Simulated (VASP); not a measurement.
Wanted: the native input for a VASP 6.6.1 run.

- Task: single point
- Functional: PBE
- Potentials or basis: VASP PAW PBE potentials, release 64 (Mg_sv, O)
- Cutoff: 840 eV
- k mesh: 10 × 10 × 10
- Occupations: gaussian, width 0.02 eV
- Spin: no spin polarisation
- Dipole correction: no
- Further INCAR settings: ALGO = Normal; EDIFF = 1e-06; NBANDS = 15

The structure of MgO lies in POSCAR:

```
MgO
1.0
    0.0000000000      2.1055134772      2.1055134772
    2.1055134772      0.0000000000      2.1055134772
    2.1055134772      2.1055134772      0.0000000000
Mg O
1 1
Direct
    0.0000000000      0.0000000000      0.0000000000
    0.5000000000      0.5000000000      0.5000000000
```

The input as run:

INCAR

```
ALGO     = Normal         # electronic algorithm
EDIFF    = 1E-6           # SCF threshold, eV
ENCUT    = 840            # plane-wave cutoff, eV
GGA      = PE             # functional
GGA_COMPAT= F            
ISIF     = 2              # what is computed and relaxed
ISMEAR   = 0              # smearing method
LASPH    = T              # aspherical terms in the spheres
LCHARG   = F              # write CHGCAR
LREAL    = F              # projectors in reciprocal space
LWAVE    = F              # write WAVECAR
NBANDS   = 15             # bands
NELM     = 120            # most SCF steps
PREC     = Accurate       # precision mode
SIGMA    = 0.02           # smearing width, eV
```

KPOINTS

```
k-points
0
Gamma
  10 10 10
```

Potentials or basis: VASP PAW PBE potentials, release 64 (Mg_sv, O).

The run is started by

```sh
$ cat potpaw_PBE.64/Mg_sv/POTCAR potpaw_PBE.64/O/POTCAR > POTCAR
$ mpirun -np 1 vasp_std > vasp.out
```

Results of the run:

- Pressure: 4.9 GPa
- Band gap on the k mesh: 4.75 eV

Caveat: the cell stands under pressure.

Wall time 17 s on 1 thread of Intel(R) Xeon(R) Platinum 8375C CPU @ 2.90GHz (Ice Lake), with other jobs on the host, peak memory 0.17 GiB.
